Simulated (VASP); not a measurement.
# SnSe (Fm-3m) in VASP: further runs, part 2 of 2

VASP 6.6.1. Earlier steps stand in the parts before.

### Step 4. Single point, r2SCAN

This run uses another cell than the first one, of 27.82 Å³/atom, 1.063 times its volume.

POSCAR

```
SnSe
1.0
    0.0000000000      3.0299343558      3.0299343558
    3.0299343558      0.0000000000      3.0299343558
    3.0299343558      3.0299343558      0.0000000000
Sn Se
1 1
Direct
    0.0000000000      0.0000000000      0.0000000000
    0.5000000000      0.5000000000      0.5000000000
```

INCAR.step1

```
SYSTEM = SnSe
PREC = Accurate ; ENCUT = 550
ISMEAR = 0 ; SIGMA = 0.01
LREAL = .False. ; LASPH = .True.
NELM = 120 ; NBANDS = 17
GGA = PE ; ALGO = Normal
EDIFF = 1E-5 ; LWAVE = .True.
LCHARG = .False. ; GGA_COMPAT = .False.
```

INCAR.step2

```
SYSTEM = SnSe
PREC = Accurate ; ENCUT = 550
EDIFF = 1E-6 ; ISMEAR = 0
SIGMA = 0.01 ; LREAL = .False.
LASPH = .True. ; NELM = 120
ALGO = Normal ; ISIF = 2
LWAVE = .False. ; LCHARG = .False.
METAGGA = R2SCAN ; LMIXTAU = .True.
NBANDS = 17 ; ISTART = 1
GGA_COMPAT = .False.
```

KPOINTS

```
regular mesh
0
Gamma
  5 5 5
  0 0 0
```

Command:

```bash
$ cat potpaw_PBE.64/Sn_d/POTCAR potpaw_PBE.64/Se/POTCAR > POTCAR
$ cp INCAR.step1 INCAR
$ mpirun -np 1 vasp_std > vasp.out
$ cp INCAR.step2 INCAR
$ mpirun -np 1 vasp_std > vasp.out
```

Run time: 74 s. Hardware: 1 thread of AMD EPYC 7R43 (Zen 3), shared host; peak memory 0.18 GiB.

The run converged. Its results:

- Free energy: -39.8947 eV
- Pressure: -1.2 GPa

Levels at points of the mesh, in eV from the Fermi level:
```tsv
k point	band 8	band 9	band 10	band 11	band 12	band 13
(0.00, 0.00, 0.00)	-2.27	-2.27	-2.27	4.59	4.59	4.59
```

Caveat: this odd mesh misses L, where the gap lies, so gap, dielectric constants and Born charges aren't listed; the PAW data sets were made with another functional, which shifts forces and pressure a little; spin-orbit coupling is left out, which moves the levels of the heavy elements.

### Step 5. Single point, r2SCAN

This run uses another cell than the first one, of 28.36 Å³/atom, 1.083 times its volume.

POSCAR

```
SnSe
1.0
    0.0000000000      3.0496098055      3.0496098055
    3.0496098055      0.0000000000      3.0496098055
    3.0496098055      3.0496098055      0.0000000000
Sn Se
1 1
Direct
    0.0000000000      0.0000000000      0.0000000000
    0.5000000000      0.5000000000      0.5000000000
```

INCAR.step1

```
ALGO = Normal
EDIFF = 1E-5
ENCUT = 550
GGA = PE
GGA_COMPAT = F
ISMEAR = 0
LASPH = T
LCHARG = F
LREAL = F
LWAVE = T
NBANDS = 17
NELM = 120
PREC = Accurate
SIGMA = 0.01
```

INCAR.step2

```
ALGO = Normal
EDIFF = 1E-6
ENCUT = 550
GGA_COMPAT = F
ISIF = 2
ISMEAR = 0
ISTART = 1
LASPH = T
LCHARG = F
LMIXTAU = T
LREAL = F
LWAVE = F
METAGGA = R2SCAN
NBANDS = 17
NELM = 120
PREC = Accurate
SIGMA = 0.01
```

KPOINTS

```
k-points
0
Gamma
  5 5 5
```

Command:

```bash
$ cat potpaw_PBE.64/Sn_d/POTCAR potpaw_PBE.64/Se/POTCAR > POTCAR
$ cp INCAR.step1 INCAR
$ mpirun -np 1 vasp_std > vasp.out
$ cp INCAR.step2 INCAR
$ mpirun -np 1 vasp_std > vasp.out
```

It took 77 s on 1 thread of AMD EPYC 7R43 (Zen 3), shared host; peak memory 0.18 GiB.

The run converged. Its results:

| Item | Value |
| --- | --- |
| Free energy | -39.8836 eV |
| Pressure | -2.1 GPa |

Levels at points of the mesh, in eV from the Fermi level:
| k point | band 7 | band 8 | band 9 | band 10 | band 11 | band 12 | band 13 | band 14 |
| --- | --- | --- | --- | --- | --- | --- | --- | --- |
| (0.00, 0.00, 0.00) | -5.04 | -2.17 | -2.17 | -2.17 | 4.55 | 4.55 | 4.55 | 6.44 |

Caveat: this odd mesh misses L, where the gap lies, so gap, dielectric constants and Born charges aren't listed; the PAW data sets were made with another functional, which shifts forces and pressure a little; spin-orbit coupling is left out, which moves the levels of the heavy elements.

### Step 6. Single point, r2SCAN

This run uses another cell than the first one, of 28.91 Å³/atom, 1.104 times its volume.

POSCAR

```
SnSe
1.0
    0.0000000000      3.0690345955      3.0690345955
    3.0690345955      0.0000000000      3.0690345955
    3.0690345955      3.0690345955      0.0000000000
Sn Se
1 1
Direct
    0.0000000000      0.0000000000      0.0000000000
    0.5000000000      0.5000000000      0.5000000000
```

INCAR.step1

```
SYSTEM = SnSe
PREC = Accurate
ENCUT = 550
ISMEAR = 0
SIGMA = 0.01
LREAL = .False.
LASPH = .True.
NELM = 120
NBANDS = 17
GGA = PE
ALGO = Normal
EDIFF = 1E-5
LWAVE = .True.
LCHARG = .False.
GGA_COMPAT = .False.
```

INCAR.step2

```
SYSTEM = SnSe
PREC = Accurate
ENCUT = 550
EDIFF = 1E-6
ISMEAR = 0
SIGMA = 0.01
LREAL = .False.
LASPH = .True.
NELM = 120
ALGO = Normal
ISIF = 2
LWAVE = .False.
LCHARG = .False.
METAGGA = R2SCAN
LMIXTAU = .True.
NBANDS = 17
ISTART = 1
GGA_COMPAT = .False.
```

KPOINTS

```
regular mesh
0
Gamma
  5 5 5
  0 0 0
```

Potentials or basis: VASP PAW PBE potentials, release 64 (Sn_d, Se).

Command:

```bash
$ cat potpaw_PBE.64/Sn_d/POTCAR potpaw_PBE.64/Se/POTCAR > POTCAR
$ cp INCAR.step1 INCAR
$ mpirun -np 1 vasp_std > vasp.out
$ cp INCAR.step2 INCAR
$ mpirun -np 1 vasp_std > vasp.out
```

OUTCAR:

```text
SYSTEM = SnSe
   PREC = Accurate
   ENCUT = 550
   EDIFF = 1E-6
   ISMEAR = 0
   LREAL = .False.
   LASPH = .True.
   NELM = 120
   ISIF = 2
   METAGGA = R2SCAN
   ISTART = 1

 ion  position               nearest neighbor table
   1  0.000  0.000  0.000-   2 3.07   2 3.07   2 3.07   2 3.07   2 3.07   2 3.07
   2  0.500  0.500  0.500-   1 3.07   1 3.07   1 3.07   1 3.07   1 3.07   1 3.07

  LATTYP: Found a face centered cubic cell.
 ALAT       =     6.1380691910

  Lattice vectors:

 A1 = (   0.0000000000,   3.0690345955,   3.0690345955)
 A2 = (   3.0690345955,   0.0000000000,   3.0690345955)
 A3 = (   3.0690345955,   3.0690345955,   0.0000000000)

Analysis of symmetry for initial positions (statically):
=====================================================================
 Subroutine PRICEL returns:
 Original cell was already a primitive cell.

 Routine SETGRP: Setting up the symmetry group for a
 face centered cubic supercell.

 Subroutine GETGRP returns: Found 48 space group operations
 (whereof 48 operations were pure point group operations)
 out of a pool of 48 trial point group operations.

The static configuration has the point symmetry O_h .

[... 144 lines left out ...]
  energy without entropy =      -39.86670642  energy(sigma->0) =      -39.86670642

 E-fermi :   4.7761     XC(G=0):  -9.9107

 val. band max:        4.6483868771   @ k =   0.4000   0.0000   0.0000
 cond. band min:       5.8491444848   @ k =   0.4000   0.0000   0.0000
 fundamental gap:      1.2007576077
 Fermi energy:         4.7760662367

 k-point     1 :       0.0000    0.0000    0.0000
  band No.  band energies     occupation
      1     -17.5106      2.00000
      2     -17.5106      2.00000
      3     -17.5106      2.00000
      4     -17.5102      2.00000
      5     -17.5102      2.00000
      6      -9.2576      2.00000
[... 177 lines left out ...]
      4     -17.5028      2.00000
      5     -17.4981      2.00000
      6      -8.2173      2.00000
[... 9 lines left out ...]
     16      16.2698      0.00000
     17      16.5682      0.00000

------------------------ aborting loop because EDIFF is reached ----------------------------------------

  FORCE on cell =-STRESS in cart. coord.  units (eV):
  Direction    XX          YY          ZZ          XY          YZ          ZX
  --------------------------------------------------------------------------------------
  -------------------------------------------------------------------------------------
  Total       -1.0539511     -1.0539511     -1.0539511     -0.0000000      0.0000000      0.0000000
  in kB      -29.2075887    -29.2075887    -29.2075887     -0.0000000      0.0000000      0.0000000
  external PRESSURE =     -29.2075887 kB  Pullay stress =       0.0000000 kB

 VOLUME and BASIS-vectors are now :
 -----------------------------------------------------------------------------
  energy-cutoff  :      550.00
  volume of cell :       57.81
      direct lattice vectors                 reciprocal lattice vectors
     0.000000000  3.069034595  3.069034595    -0.162917681  0.162917681  0.162917681
     3.069034595  0.000000000  3.069034595     0.162917681 -0.162917681  0.162917681
     3.069034595  3.069034595  0.000000000     0.162917681  0.162917681 -0.162917681

 POSITION                                       TOTAL-FORCE (eV/Angst)
 -----------------------------------------------------------------------------------
      0.00000      0.00000      0.00000        -0.000000     -0.000000     -0.000000
      3.06903      3.06903      3.06903         0.000000      0.000000      0.000000
 -----------------------------------------------------------------------------------
    total drift:                               -0.000000      0.000000      0.000000

  FREE ENERGIE OF THE ION-ELECTRON SYSTEM (eV)
  ---------------------------------------------------
  free  energy   TOTEN  =       -39.8667064248 eV

  energy  without entropy=      -39.8667064248  energy(sigma->0) =      -39.86670642
```

OSZICAR.step1:

```text
N       E                     dE             d eps       ncg     rms          rms(c)
DAV:   1     0.144328882327E+03    0.14433E+03   -0.10012E+04   340   0.144E+03
DAV:   2     0.640645415640E+01   -0.13792E+03   -0.13335E+03   348   0.364E+02
DAV:   3    -0.805073156138E+01   -0.14457E+02   -0.14360E+02   460   0.989E+01
DAV:   4    -0.844040853043E+01   -0.38968E+00   -0.38943E+00   405   0.173E+01
DAV:   5    -0.845171303088E+01   -0.11305E-01   -0.11304E-01   502   0.283E+00    0.292E+00
DAV:   6    -0.822950340046E+01    0.22221E+00   -0.57025E-01   465   0.420E+00    0.170E+00
DAV:   7    -0.822887935179E+01    0.62405E-03   -0.91749E-02   390   0.131E+00    0.892E-01
DAV:   8    -0.823110982704E+01   -0.22305E-02   -0.10206E-02   402   0.858E-01    0.118E-01
DAV:   9    -0.823085765969E+01    0.25217E-03   -0.17364E-03   471   0.302E-01    0.566E-02
DAV:  10    -0.823094956015E+01   -0.91900E-04   -0.22243E-04   411   0.813E-02    0.144E-02
DAV:  11    -0.823095672718E+01   -0.71670E-05   -0.16050E-05   380   0.327E-02
   1 F= -.82309567E+01 E0= -.82309567E+01  d E =-.481697E-13
```

Run time: 67 s. Hardware: 1 thread of AMD EPYC 7R43 (Zen 3), shared host; peak memory 0.18 GiB.

What came out:

| Property | Result |
| --- | --- |
| Free energy | -39.8667 eV |
| Pressure | -2.9 GPa |

Levels at points of the mesh, in eV from the Fermi level:
```
           k point  band 6  band 7  band 8  band 9  band 10  band 11  band 12  band 13  band 14  band 15
(0.00, 0.00, 0.00)  -14.03   -5.16   -2.17   -2.17    -2.17     4.42     4.42     4.42     6.41     6.41
```

Caveat: this odd mesh misses L, where the gap lies, so gap, dielectric constants and Born charges aren't listed; the PAW data sets were made with another functional, which shifts forces and pressure a little; spin-orbit coupling is left out, which moves the levels of the heavy elements.

### Step 7. The runs side by side

```csv
cell,pressure (GPa)
"a = 4.199 Å, angles 60.0°, 2 atoms",2.1
"a = 4.257 Å, angles 60.0°, 2 atoms",-0.2
"a = 4.285 Å, angles 60.0°, 2 atoms",-1.2
"a = 4.313 Å, angles 60.0°, 2 atoms",-2.1
"a = 4.340 Å, angles 60.0°, 2 atoms",-2.9
```

Alike in all rows: task single point; level r2SCAN; potentials or basis VASP PAW PBE potentials, release 64 (Sn_d, Se); no spin polarisation; k mesh 5 × 5 × 5; cutoff (eV) 550; smearing gaussian 0.01 eV.

Caveats: the PAW data sets were made with another functional, which shifts forces and pressure a little; spin-orbit coupling is left out, which moves the levels of the heavy elements.

Total energies depend on the potentials used, so only differences within one code and one set of settings carry meaning.
